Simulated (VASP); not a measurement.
Input of a VASP 6.6.1 run:

The input POSCAR:

```
InSb
1.0
    0.0000000000      3.2795130081      3.2795130081
    3.2795130081      0.0000000000      3.2795130081
    3.2795130081      3.2795130081      0.0000000000
In Sb
1 1
Direct
    0.0000000000      0.0000000000      0.0000000000
    0.2500000000      0.2500000000      0.2500000000
```

File INCAR.step1:

```
PREC = Accurate
ENCUT = 520
EDIFF = 1E-5
ISMEAR = -1
SIGMA = 0.02
LREAL = F
LASPH = T
NELM = 150
ALGO = Normal
ISIF = 2
LWAVE = T
LCHARG = F
LNONCOLLINEAR = T
MAGMOM = 0 0 0 0 0 0
LORBIT = 11
LSORBIT = T
GGA_COMPAT = F
LORBMOM = T
GGA = PE
NBANDS = 30
KPAR = 4
```

File INCAR.step2:

```
PREC = Accurate
ENCUT = 520
EDIFF = 1E-7
ISMEAR = -1
SIGMA = 0.02
LREAL = F
LASPH = T
NELM = 150
ALGO = Normal
ISIF = 2
LWAVE = F
LCHARG = F
LNONCOLLINEAR = T
MAGMOM = 0 0 0 0 0 0
LORBIT = 11
LSORBIT = T
GGA_COMPAT = F
LORBMOM = T
GGA = PE
LHFCALC = T
HFSCREEN = 0.2079
PRECFOCK = Normal
ISTART = 1
NBANDS = 30
KPAR = 4
```

The input KPOINTS:

```
regular mesh
0
Gamma
  4 4 4
```

Potentials or basis: VASP PAW PBE potentials, release 64 (In_d, Sb).

Launch:

```console
$ cat potpaw_PBE.64/In_d/POTCAR potpaw_PBE.64/Sb/POTCAR > POTCAR
$ cp INCAR.step1 INCAR
$ mpirun -np 4 vasp_ncl > vasp.out
$ cp INCAR.step2 INCAR
$ mpirun -np 4 vasp_ncl > vasp.out
```

Question: Estimate the net moment.

Answer: 0.00 μB per cell.

Question: Predict the pressure.

Answer: -0.5 GPa.

Moments on the atoms (μB; x, y, z):
```
In  0.00 0.00 0.00
Sb  0.00 0.00 0.00
```

Caveat: the k points lie up to 0.41 Å⁻¹ apart; the PAW data sets were made with another functional, which shifts forces and pressure a little.
